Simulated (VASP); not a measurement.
Wanted: the native input for a VASP 6.6.1 run.

| Quantity | Value |
| --- | --- |
| Task | single point |
| Functional | PBE |
| Potentials or basis | VASP PAW PBE potentials, release 64 (C, Si) |
| Cutoff | 520 eV |
| k mesh | 12 × 12 × 4 |
| Occupations | fermi-dirac, width 0.02 eV |
| Spin | no spin polarisation |
| Dipole correction | no |
| Further INCAR settings | ALGO = Normal; EDIFF = 1e-06; NBANDS = 21 |

The structure of Si2C lies in POSCAR:

```
Si2C
1.0
    3.2408154051      0.0000000000      0.0000000000
   -1.6204077026      2.8066284698      0.0000000000
    0.0000000000      0.0000000000      8.6194188106
C Si
2 4
Direct
    0.3333333333      0.6666666667      0.7073864031
    0.6666666667      0.3333333333      0.2926135969
    0.0000000000      0.0000000000      0.3617829049
    0.6666666667      0.3333333333      0.0716173553
    0.0000000000      0.0000000000      0.6382170951
    0.3333333333      0.6666666667      0.9283826447
```

One way to write it, as run:

INCAR

```
SYSTEM = Si2C
ALGO     = Normal         ! electronic algorithm
EDIFF    = 1E-6           ! SCF threshold, eV
ENCUT    = 520            ! plane-wave cutoff, eV
GGA      = PE             ! functional
ISIF     = 2              ! what is computed and relaxed
ISMEAR   = -1             ! smearing method
LASPH    = .True.         ! aspherical terms in the spheres
LCHARG   = .False.        ! write CHGCAR
LREAL    = .False.        ! projectors in reciprocal space
LWAVE    = .False.        ! write WAVECAR
NBANDS   = 21             ! bands
NELM     = 60             ! most SCF steps
PREC     = Accurate       ! precision mode
SIGMA    = 0.02           ! smearing width, eV
```

KPOINTS

```
k-points
0
Gamma
  12 12 4
  0 0 0
```

Potentials or basis: VASP PAW PBE potentials, release 64 (C, Si).

Run with:

```sh
$ cat potpaw_PBE.64/C/POTCAR potpaw_PBE.64/Si/POTCAR > POTCAR
$ mpirun -np 1 vasp_std > vasp.out
```

It gave:

```
Pressure               : -0.1 GPa
Largest force          : 0.017 eV/Å
Band gap on the k mesh : zero (bands 12 and 13 overlap by 2.34 eV)
```

It took 37 s on 1 thread of AMD EPYC 9R45 (Zen 5), with other jobs on the host, peak memory 0.2 GiB.
